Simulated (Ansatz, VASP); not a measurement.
One calculation of KTaO3, two programs

```
K Ta O
1.0
     4.00155    0.00000    0.00000
     0.00000    4.00155    0.00000
     0.00000    0.00000    4.00155
K Ta O
1 1 3
Cartesian
  2.0008 2.0008 2.0008
  0.0000 0.0000 0.0000
  2.0008 0.0000 0.0000
  0.0000 2.0008 0.0000
  0.0000 0.0000 2.0008
```

Change from the starting cell: volume scaled by 1.01, crystal datasets.

Alike in both runs: task electric field gradients; functional LDA; k mesh 5 × 5 × 5; occupations fermi-dirac, width 0.01 eV; no spin polarisation.

```csv
,VASP,Ansatz
version,VASP 6.6.1,Ansatz 0.2.0
potentials or method,"VASP PAW LDA potentials, release 64 (K_sv, Ta_pv, O), cutoff 520 eV","all-electron PAW with datasets made for the crystal, scalar-relativistic"
```

```tsv
	VASP	Ansatz	Ansatz less VASP
gap on the k mesh at the Fermi level (eV)	2.11	2.17	+0.056
pressure (GPa)	-6.4	-7.4	-1.04
size of Vzz on the site where it differs most (V/Å²)	16.2	18.2	+2.05
```

LDA's correlation is that of Perdew and Zunger in VASP and of Perdew and Wang (1992) in Ansatz. Ansatz ran all-electron here, and VASP with PAW potentials.

Neither program's run includes spin-orbit coupling.
